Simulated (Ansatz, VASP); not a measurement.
Two plane-wave programs on ZnO

```
Zn O
1.0
     3.00697    0.00000    0.00000
    -1.50349    2.60411    0.00000
     0.00000    0.00000    4.85018
Zn O
2 2
Cartesian
  1.5035 0.8680 2.4282
  0.0000 1.7361 0.0032
  1.5035 0.8680 4.2665
  0.0000 1.7361 1.8414
```

Alike in both runs: task single point; functional PBE; k mesh 12 × 12 × 6; occupations gaussian, width 0.02 eV; no spin polarisation.

|  | VASP | Ansatz |
| --- | --- | --- |
| version | VASP 6.6.1 | Ansatz 0.2.0 |
| potentials or method | VASP PAW PBE potentials, release 64 (Zn, O), cutoff 520 eV | scalar-relativistic, plane waves, PAW |
| valence electrons in the cell | 36 | 36 |

```csv
,VASP,Ansatz,Ansatz less VASP
gap on the k mesh at the Fermi level (eV),1.10,1.10,0.000
least direct gap on the mesh (eV),1.10,1.10,0.000
rms of the force components (eV/Å),0.004,0.003,-0.0004
```

Atom by atom the forces differ by 0.000 eV/Å (rms over components).
